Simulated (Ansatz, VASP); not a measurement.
CsIn2: VASP beside Ansatz

Contents of INCAR:

```
SYSTEM = CsIn2
PREC = Accurate ; ENCUT = 600
EDIFF = 1E-6 ; ISMEAR = 0
SIGMA = 0.1 ; LREAL = .FALSE.
LASPH = .TRUE. ; NELM = 100
ALGO = Fast ; ISIF = 3
LWAVE = .FALSE. ; LCHARG = .FALSE.
GGA = PE ; IBRION = 2
NSW = 90 ; EDIFFG = -0.04
```

File KPOINTS:

```
regular mesh
0
G
  4 4 4
  0 0 0
```

The input POSCAR:

```
CsIn2
1.0
    0.0000000000      3.5819865845      3.5819865845
    3.5819865845      0.0000000000      3.5819865845
    3.5819865845      3.5819865845      0.0000000000
Cs In
1 2
Direct
    0.0000000000      0.0000000000      0.0000000000
    0.2500000000      0.2500000000      0.2500000000
    0.7500000000      0.7500000000      0.7500000000
```

Input for Ansatz:

```yaml
crystal:
  lattice:
    - [0.0, 3.5819865845, 3.5819865845]
    - [3.5819865845, 0.0, 3.5819865845]
    - [3.5819865845, 3.5819865845, 0.0]
  atoms:
    - { symbol: Cs, position: [0.0, 0.0, 0.0] }
    - { symbol: In, position: [0.25, 0.25, 0.25] }
    - { symbol: In, position: [0.75, 0.75, 0.75] }
basis:
  ecutwfc: 420
kpoints:
  mp_grid: { grid: [4, 4, 4] }
hamiltonian:
  xc: pbe
scf:
  occupations: { method: gaussian, width: 0.1 }
  lower_state_search: "off"
output:
  forces: true
  stress: true
  eigenvalues: true
relax:
  adjacent_minimum: "off"
  f_tol: 0.04
  max_steps: 70
  cell: { stress_tol: 0.4 }
```

Alike in both runs: task relaxation of cell and atoms; functional PBE; k mesh 4 × 4 × 4; occupations gaussian, width 0.1 eV; no spin polarisation.

|  | VASP | Ansatz |
| --- | --- | --- |
| version | VASP 6.6.1 | Ansatz 0.2.0 |
| potentials or method | VASP PAW PBE potentials, release 64 (Cs_sv, In_d), cutoff 600 eV | scalar-relativistic, plane waves, PAW |
| valence electrons in the cell | 35 | 35 |

VASP gave:

* gap on the k mesh at the Fermi level, each at its own relaxed structure (eV): none
* relaxed volume (Å³/atom): 51.11
* relaxed length of the cell vector where the two differ most in proportion (Å): 6.008

**Question.** Estimate Ansatz's values.

**Answer.** gap on the k mesh at the Fermi level, each at its own relaxed structure (eV): none; relaxed volume (Å³/atom): 48.71; relaxed length of the cell vector where the two differ most in proportion (Å): 5.912.

A gap of «none» marks a metal or a gap that the smearing closes.

The k mesh is coarse, so the values compare programs but aren't converged. Neither program's run includes spin-orbit coupling. Noted on VASP's run: the volume moved by over 15 % at a fixed basis, so the end points are rough.
